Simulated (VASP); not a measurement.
A run of VASP 6.6.1 is set up as follows.

File POSCAR:

```
ZnO
1.0
    3.1355175119      0.0000000000      0.0000000000
   -1.5677587560      2.7154378193      0.0000000000
    0.0000000000      0.0000000000      5.0486960319
Zn O
2 2
Direct
    0.3333333333      0.6666666667      0.4996598543
    0.6666666667      0.3333333333     -0.0003401457
    0.6666666667      0.3333333333      0.3793501457
    0.3333333333      0.6666666667      0.8793501457
```

File INCAR.step1:

```
  ALGO = Normal
  EDIFF = 1E-5
  ENCUT = 910
  GGA = PE
  GGA_COMPAT = F
  ISMEAR = 0
  LASPH = T
  LCHARG = F
  LREAL = F
  LWAVE = T
  NBANDS = 26
  NELM = 120
  PREC = Accurate
  SIGMA = 0.02
```

The input INCAR.step2:

```
  ALGO = Normal
  EDIFF = 1E-6
  ENCUT = 910
  GGA_COMPAT = F
  ISIF = 2
  ISMEAR = 0
  ISTART = 1
  LASPH = T
  LCHARG = F
  LMIXTAU = T
  LREAL = F
  LWAVE = F
  METAGGA = R2SCAN
  NBANDS = 26
  NELM = 120
  PREC = Accurate
  SIGMA = 0.02
```

KPOINTS

```
k-points
0
Gamma
  12 12 6
```

Potentials or basis: VASP PAW PBE potentials, release 64 (Zn, O_h).

Run with:

```sh
$ cat potpaw_PBE.64/Zn/POTCAR potpaw_PBE.64/O_h/POTCAR > POTCAR
$ cp INCAR.step1 INCAR
$ mpirun -np 1 vasp_std > vasp.out
$ cp INCAR.step2 INCAR
$ mpirun -np 1 vasp_std > vasp.out
```

(1) Estimate the band gap on the k mesh.

(2) Estimate the pressure.

(3) Estimate the largest force.

## Answers

(1) 1.38 eV.

(2) 18.7 GPa.

(3) 0.006 eV/Å.

Caveat: the cutoff is under 1.25 times the usual one of these potentials, so pressure, stress and relaxed cells hold a basis-set (Pulay) error; the cell stands under pressure; the PAW data sets were made with another functional, which shifts forces and pressure a little.
